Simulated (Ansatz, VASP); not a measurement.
# C: VASP beside Ansatz

INCAR

```
  PREC = Accurate
  ENCUT = 520
  EDIFF = 1E-6
  ISMEAR = 0
  SIGMA = 0.05
  LREAL = False
  LASPH = True
  NELM = 100
  ALGO = Normal
  ISIF = 2
  LWAVE = False
  LCHARG = False
  GGA = PE
  IVDW = 12
  NBANDS = 11
```

The input KPOINTS:

```
Automatic mesh
0
Gamma
  15 15 15
```

Contents of POSCAR:

```
C
1.0
    1.2324809262      0.7115731945      3.3609366220
   -1.2324809262      0.7115731945      3.3609366220
    0.0000000000     -1.4231463891      3.3609366220
C
2
Direct
    0.1628268272      0.1628268272      0.1628268272
    0.8371731728      0.8371731728      0.8371731728
```

Input for Ansatz:

```yaml
crystal:
  lattice:
    - [1.2324809262, 0.7115731945, 3.360936622]
    - [-1.2324809262, 0.7115731945, 3.360936622]
    - [0.0, -1.4231463891, 3.360936622]
  atoms:
    - { symbol: C, position: [0.1628268272, 0.1628268272, 0.1628268272] }
    - { symbol: C, position: [0.8371731728, 0.8371731728, 0.8371731728] }
basis:
  ecutwfc: 520.0
kpoints:
  mp_grid: { grid: [15, 15, 15] }
hamiltonian:
  xc: pbe
  pseudopotentials: { kind: paw, azcp: { folder: soft_1 } }
  dispersion: d3bj
scf:
  occupations: { method: gaussian, width: 0.05 }
output:
  forces: true
  stress: true
  eigenvalues: true
```

Change from the starting cell: mode 4 frozen in at -0.038 Å, equal normal strain along x, y and z +0.0000.

Alike in both runs: task single point; functional PBE; dispersion D3(BJ); k mesh 15 × 15 × 15; occupations gaussian, width 0.05 eV; no spin polarisation.

```csv
,VASP,Ansatz
version,VASP 6.6.1,Ansatz 0.2.0
potentials or method,"VASP PAW PBE potentials, release 64 (C), cutoff 520 eV","scalar-relativistic, plane waves, PAW"
valence electrons in the cell,8,8
```

|  | VASP | Ansatz | Ansatz less VASP |
| --- | --- | --- | --- |
| gap on the k mesh at the Fermi level (eV) | 0.78 | 0.78 | 0.000 |
| least direct gap on the mesh (eV) | 0.78 | 0.78 | 0.000 |
| pressure (GPa) | 0.1 | -0.4 | -0.45 |
| traceless stress, the component that is largest in VASP (GPa) | -1.24 | -0.71 | +0.529 |
| rms of the force components (eV/Å) | 0.725 | 0.728 | +0.0029 |

Atom by atom the forces differ by 0.003 eV/Å (rms over components).
